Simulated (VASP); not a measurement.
# NiO2 (P-3m1) in VASP: a series of runs

The runs below take NiO2 through single point, with LDA.

All numbers are computed with VASP 6.6.1; they aren't measurements. Logs are shortened: lines on timing, memory, paths and dates and some standing lists are left out, and cuts for length are marked.

## Step 1: The cell of the first run

The structure is trigonal, space group P-3m1 (No. 164). Conventional cell: a = 2.687 Å, b = 2.687 Å, c = 4.446 Å, α = 90.00°, β = 90.00°, γ = 120.00°. Within 2.5 Å of Ni (site symmetry -3m) lie 6 O at 1.89 Å. O (site symmetry 3m) has 3 Ni at 1.89 Å within 2.5 Å.

## Step 2: Single point, LDA (c/a of the conventional cell at fixed volume 1.6544)

INCAR

```
PREC = Accurate ; ENCUT = 520
EDIFF = 1E-7 ; ISMEAR = 0
SIGMA = 0.05 ; LREAL = F
LASPH = T ; NELM = 60
ALGO = Normal ; ISIF = 2
LWAVE = F ; LCHARG = F
NBANDS = 18
```

KPOINTS

```
regular mesh
0
Gamma
  12 12 6
```

POSCAR

```
NiO2
1.0
    2.6872726493      0.0000000000      0.0000000000
   -1.3436363247      2.3272463812      0.0000000000
    0.0000000000      0.0000000000      4.4458238710
Ni O
1 2
Direct
    0.0000000000      0.0000000000      0.5000000000
    0.6666666667      0.3333333333      0.7423978784
    0.3333333333      0.6666666667      0.2576021216
```

Potentials or basis: VASP PAW LDA potentials, release 64 (Ni, O).

Launch:

```bash
$ cat potpaw_LDA.64/Ni/POTCAR potpaw_LDA.64/O/POTCAR > POTCAR
$ mpirun -np 1 vasp_std > vasp.out
```

OUTCAR:

```text
PREC = Accurate
   ENCUT = 520
   EDIFF = 1E-7
   ISMEAR = 0
   LREAL = F
   LASPH = T
   NELM = 60
   ISIF = 2

 ion  position               nearest neighbor table
   1  0.000  0.000  0.500-   2 1.89   3 1.89   2 1.89   3 1.89   2 1.89   3 1.89
   2  0.667  0.333  0.742-   1 1.89   1 1.89   1 1.89
   3  0.333  0.667  0.258-   1 1.89   1 1.89   1 1.89

  LATTYP: Found a hexagonal cell.
 ALAT       =     2.6872726493
 C/A-ratio  =     1.6544000000

  Lattice vectors:

 A1 = (   2.6872726493,   0.0000000000,   0.0000000000)
 A2 = (  -1.3436363247,   2.3272463812,   0.0000000000)
 A3 = (   0.0000000000,   0.0000000000,   4.4458238710)

Analysis of symmetry for initial positions (statically):
=====================================================================
 Subroutine PRICEL returns:
 Original cell was already a primitive cell.

 Routine SETGRP: Setting up the symmetry group for a
 hexagonal supercell.

 Subroutine GETGRP returns: Found 12 space group operations
 (whereof 12 operations were pure point group operations)
 out of a pool of 24 trial point group operations.

The static configuration has the point symmetry D_3d.

Analysis of symmetry for dynamics (positions and initial velocities):
=====================================================================
 Subroutine PRICEL returns:
 Original cell was already a primitive cell.

 Routine SETGRP: Setting up the symmetry group for a
 hexagonal supercell.

 Subroutine GETGRP returns: Found 12 space group operations
 (whereof 12 operations were pure point group operations)
 out of a pool of 24 trial point group operations.

The dynamic configuration has the point symmetry D_3d.

 Subroutine INISYM returns: Found 12 space group operations
 (whereof 12 operations are pure point group operations),
 and found     1 'primitive' translations

----------------------------------------------------------------------------------------

                                     Primitive cell

  volume of cell :      27.8039

  direct lattice vectors                    reciprocal lattice vectors
     2.687272649  0.000000000  0.000000000     0.372124503  0.214846182  0.000000000
    -1.343636325  2.327246381  0.000000000     0.000000000  0.429692364  0.000000000
     0.000000000  0.000000000  4.445823871     0.000000000  0.000000000  0.224930188

  length of vectors
     2.687272649  2.687272649  4.445823871     0.429692364  0.429692364  0.224930188

  position of ions in fractional coordinates (direct lattice)
     0.000000000  0.000000000  0.500000000
     0.666666667  0.333333333  0.742397878
     0.333333333  0.666666667  0.257602122

  ion indices of the primitive-cell ions
   primitive index   ion index
                 1           1
                 2           2
                 3           3

----------------------------------------------------------------------------------------

 KPOINTS: regular mesh

Automatic generation of k-mesh.
 Grid dimensions read from file:
 generate k-points for:   12   12    6

 Generating k-lattice:

  Cartesian coordinates                     Fractional coordinates (reciprocal lattice)
     0.031010375  0.017903849  0.000000000     0.083333333 -0.000000000  0.000000000
     0.000000000  0.035807697  0.000000000     0.000000000  0.083333333  0.000000000
     0.000000000  0.000000000  0.037488365     0.000000000  0.000000000  0.166666667

  Length of vectors
     0.035807697  0.035807697  0.037488365

  Shift w.r.t. Gamma in fractional coordinates (k-lattice)
     0.000000000  0.000000000  0.000000000

 Subroutine IBZKPT returns following result:
 ===========================================

 Found    100 irreducible k-points:

 Following reciprocal coordinates:
            Coordinates               Weight
  0.000000  0.000000  0.000000      1.000000
  0.083333  0.000000  0.000000      6.000000
  0.166667  0.000000  0.000000      6.000000
  0.250000  0.000000  0.000000      6.000000
  0.333333  0.000000  0.000000      6.000000
  0.416667 -0.000000  0.000000      6.000000
[... 16 lines left out ...]
  0.166667  0.000000  0.166667      6.000000
  0.000000  0.166667  0.166667      6.000000
 [... further k-points ...]
   k-points           NKPTS =    100   k-points in BZ     NKDIM =    100   number of bands    NBANDS=     18
   number of dos      NEDOS =    301   number of ions     NIONS =      3
   total plane-waves  NPLWV =  14400
   dimension x,y,z NGX =    20 NGY =   20 NGZ =   36
   dimension x,y,z NGXF=    40 NGYF=   40 NGZF=   72
   ions per type =               1   2
   NGX,Y,Z   is equivalent  to a cutoff of  12.37, 12.37, 13.46 a.u.
   NGXF,Y,Z  is equivalent  to a cutoff of  24.75, 24.75, 26.92 a.u.
 SYSTEM =  unknown system
   PREC   = accura    normal or accurate (medium, high low for compatibility)
   ISTART =      0    job   : 0-new  1-cont  2-samecut
   ICHARG =      2    charge: 1-file 2-atom 10-const
   ISPIN  =      1    spin polarized calculation?
   LNONCOLLINEAR =      F non collinear calculations
   LSORBIT =      F    spin-orbit coupling
   LASPH  =      T    aspherical Exc in radial PAW
   ENCUT  =  520.0 eV  38.22 Ry    6.18 a.u.   5.00  5.00  8.27*2*pi/ulx,y,z
   NELM   =     60;   NELMIN=  2; NELMDL= -5     # of ELM steps
   EDIFF  = 0.1E-06   stopping-criterion for ELM
   LREAL  =      F    real-space projection
   EDIFFG = 0.1E-05   stopping-criterion for IOM
   NSW    =      0    number of steps for IOM
   IBRION =     -1    ionic relax: 0-MD 1-quasi-New 2-CG
   NFREE  =      0    steps in history (QN), initial steepest desc. (CG)
   ISIF   =      2    stress and relaxation
   ISYM   =      2    0-nonsym 1-usesym 2-fastsym
   POTIM  = 0.5000    time-step for ionic-motion
   TEBEG  =    0.0;   TEEND  =   0.0 temperature during run
   PSTRESS=    0.0 pullay stress
   NELECT =      22.0000    total number of electrons
   NUPDOWN=      -1.0000    fix difference up-down
   EMIN   =  10.00;   EMAX   =-10.00  energy-range for DOS
   EFERMI =   0.00;   METHOD = LEGACY
   ISMEAR =     0;   SIGMA  =   0.05  broadening in eV -4-tet -1-fermi 0-gaus
   EFERMI_NEDOS =   21; number of points for ismear=-14 and -15
   IALGO  =     38    algorithm
   IMIX   =      4    mixing-type and parameters
     AMIX     =   0.40;   BMIX     =  1.00
     AMIX_MAG =   1.60;   BMIX_MAG =  1.00
  volume/ion in A,a.u.               =       9.27        62.54
  Fermi-wavevector in a.u.,A,eV,Ry     =   1.514190  2.861404 31.195034  2.292770
  Thomas-Fermi vector in A             =   2.623880
   LORBIT       =      0    0 simple, 1 ext, 2 COOP (PROOUT), +10 PAW based schemes
   GGA     = CA    functional components
   LHFCALC =     F    Hartree Fock is set to
   AEXX    =    0.0000 exact exchange contribution
   IVDW    =     0    specifies the selected vdW correction
   LEPSILON=     F    determine dielectric tensor
   LRPA    =     F    only Hartree local field effects (RPA)
 non-spin polarized calculation
 Gauss-broadening in eV      SIGMA  =   0.05
  energy-cutoff  :      520.00
  volume of cell :       27.80
 maximum number of plane-waves:       768
   NGX =  9   NGY =  9   NGZ = 17

 number of electron      21.9999990 magnetization

 Free energy of the ion-electron system (eV)
  ---------------------------------------------------
  ext. energy  EPLUGINS =         0.00000000
  ---------------------------------------------------
  free energy    TOTEN  =       -19.83062660 eV

  energy without entropy =      -19.83062660  energy(sigma->0) =      -19.83062660

 E-fermi :   3.9934     XC(G=0): -12.3087

 val. band max:        3.7660740910   @ k =   0.0833   0.0833   0.5000
 cond. band min:       4.4161951101   @ k =   0.2500   0.0000   0.3333
 fundamental gap:      0.6501210191
 Fermi energy:         3.9933595138

 k-point     1 :       0.0000    0.0000    0.0000
  band No.  band energies     occupation
      1     -15.6671      2.00000
      2     -13.4385      2.00000
      3      -2.7736      2.00000
      4      -1.2141      2.00000
      5      -1.2141      2.00000
      6       1.5979      2.00000
[... 10 lines left out ...]
     17      24.8761      0.00000
     18      24.8761      0.00000

 k-point     2 :       0.0833    0.0000    0.0000
  band No.  band energies     occupation
      1     -15.5634      2.00000
      2     -13.4227      2.00000
      3      -2.6442      2.00000
      4      -1.2812      2.00000
      5      -1.1655      2.00000
      6       1.3633      2.00000
[... 10 lines left out ...]
     17      23.7540      0.00000
     18      25.0161      0.00000

 k-point     3 :       0.1667    0.0000    0.0000
  band No.  band energies     occupation
      1     -15.2665      2.00000
      2     -13.3813      2.00000
      3      -2.2757      2.00000
      4      -1.4225      2.00000
      5      -1.0423      2.00000
      6       0.5756      2.00000
[... 10 lines left out ...]
     17      21.8502      0.00000
     18      25.0553      0.00000

 k-point     4 :       0.2500    0.0000    0.0000
  band No.  band energies     occupation
      1     -14.8226      2.00000
      2     -13.3333      2.00000
      3      -1.8052      2.00000
      4      -1.4621      2.00000
      5      -0.9137      2.00000
      6      -0.5119      2.00000
[... 375 lines left out ...]
      4      -1.2872      2.00000
      5      -1.1510      2.00000
      6       1.3657      2.00000
[... 10 lines left out ...]
     17      23.8478      0.00000
     18      24.9391      0.00000

 k-point    23 :       0.1667    0.0000    0.1667
  band No.  band energies     occupation
      1     -15.2049      2.00000
      2     -13.4740      2.00000
      3      -2.1971      2.00000
      4      -1.3245      2.00000
      5      -1.0577      2.00000
      6       0.5146      2.00000
[... 10 lines left out ...]
     17      21.9053      0.00000
     18      25.1116      0.00000

 k-point    24 :       0.0000    0.1667    0.1667
  band No.  band energies     occupation
      1     -15.1992      2.00000
      2     -13.4842      2.00000
      3      -2.0971      2.00000
      4      -1.4287      2.00000
      5      -1.0206      2.00000
      6       0.6053      2.00000
[... 10 lines left out ...]
     17      22.0003      0.00000
     18      24.7381      0.00000

 [... further k-points ...]
[... 5 lines left out ...]
  --------------------------------------------------------------------------------------
  -------------------------------------------------------------------------------------
  Total       -0.2950373     -0.2950373     -4.5883036      0.0000000      0.0000000      0.0000000
  in kB      -17.0012602    -17.0012602   -264.3969141      0.0000000      0.0000000      0.0000000
  external PRESSURE =     -99.4664781 kB  Pullay stress =       0.0000000 kB

 VOLUME and BASIS-vectors are now :
 -----------------------------------------------------------------------------
  energy-cutoff  :      520.00
  volume of cell :       27.80
      direct lattice vectors                 reciprocal lattice vectors
     2.687272649  0.000000000  0.000000000     0.372124503  0.214846182  0.000000000
    -1.343636325  2.327246381  0.000000000     0.000000000  0.429692364  0.000000000
     0.000000000  0.000000000  4.445823871     0.000000000  0.000000000  0.224930188

 POSITION                                       TOTAL-FORCE (eV/Angst)
 -----------------------------------------------------------------------------------
      0.00000      0.00000      2.22291         0.000000      0.000000      0.000000
      1.34364      0.77575      3.30057         0.000000      0.000000     -2.124662
     -0.00000      1.55150      1.14525        -0.000000     -0.000000      2.124662
 -----------------------------------------------------------------------------------
    total drift:                                0.000000     -0.000000      0.000000

  FREE ENERGIE OF THE ION-ELECTRON SYSTEM (eV)
  ---------------------------------------------------
  free  energy   TOTEN  =       -19.8306266038 eV

  energy  without entropy=      -19.8306266038  energy(sigma->0) =      -19.83062660
```

Wall time 66 s (1 thread of Intel Xeon Platinum 8375C at 2.90GHz (Ice Lake), shared host); peak memory 0.16 GiB.

Results:

* Free energy: -19.8306 eV
* Pressure: -9.9 GPa
* Largest force: 2.125 eV/Å
* Band gap on the k mesh: 0.65 eV, indirect (least direct gap 0.71 eV)

Forces in eV/Å, atoms in the order of the input:
```
Ni   0.000  0.000  0.000
O    0.000  0.000 -2.125
O    0.000  0.000  2.125
```

Stress tensor (GPa, compression positive):
```
 -1.70   0.00   0.00
  0.00  -1.70   0.00
  0.00   0.00 -26.44
```

Caveat: forces of over 1 eV/Å act on the atoms, so gaps and moduli don't describe the material at rest.

## Step 3: Single point, LDA (c/a of the conventional cell at fixed volume 1.6544)

INCAR

```
PREC = Accurate
ENCUT = 520
EDIFF = 1E-7
ISMEAR = 0
SIGMA = 0.05
LREAL = F
LASPH = T
NELM = 60
ALGO = Normal
ISIF = 2
LWAVE = F
LCHARG = F
NBANDS = 18
```

KPOINTS is that of step 2.

POSCAR

```
NiO2
1.0
    2.6872726493      0.0000000000      0.0000000000
   -1.3436363247      2.3272463812      0.0000000000
    0.0000000000      0.0000000000      4.4458238710
Ni O
1 2
Direct
    0.0000000000      0.0000000000      0.5000000000
    0.6666666667      0.3333333333      0.7186230907
    0.3333333333      0.6666666667      0.2813769093
```

Potentials or basis: VASP PAW LDA potentials, release 64 (Ni, O).

Launch:

```bash
$ cat potpaw_LDA.64/Ni/POTCAR potpaw_LDA.64/O/POTCAR > POTCAR
$ mpirun -np 1 vasp_std > vasp.out
```

Run time: 63 s. Hardware: 1 thread of Intel Xeon Platinum 8375C at 2.90GHz (Ice Lake), shared host; peak memory 0.16 GiB.

The run converged. Its results:

```yaml
Free_energy: -20.0860 eV
Pressure: 6.8 GPa
Largest_force: 0.200 eV/Å
Band_gap_on_the_k_mesh: 0.87 eV, indirect (least direct gap 1.05 eV)
```

Forces in eV/Å, atoms in the order of the input:
```
Ni   0.000  0.000  0.000
O    0.000  0.000 -0.200
O    0.000  0.000  0.200
```

Stress tensor (GPa, compression positive):
```
11.82  0.00  0.00
 0.00 11.82  0.00
 0.00  0.00 -3.18
```

Levels at points of the mesh, in eV from the valence-band top:
```csv
k point,band 9,band 10,band 11,band 12,band 13,band 14
"(0.00, 0.00, 0.00)",-1.09,-0.83,-0.70,2.24,2.24,8.37
"(0.50, 0.00, 0.00)",-1.91,-1.87,-1.06,1.70,2.21,12.69
"(0.00, 0.00, 0.50)",-1.15,-1.15,-0.16,2.31,2.31,10.54
"(0.50, 0.00, 0.50)",-1.87,-1.80,-1.18,1.74,2.07,11.76
```

 Spin polarisation is off, so any magnetic state and its effect on volume and gap are missing.

[end of part 1 of 2]
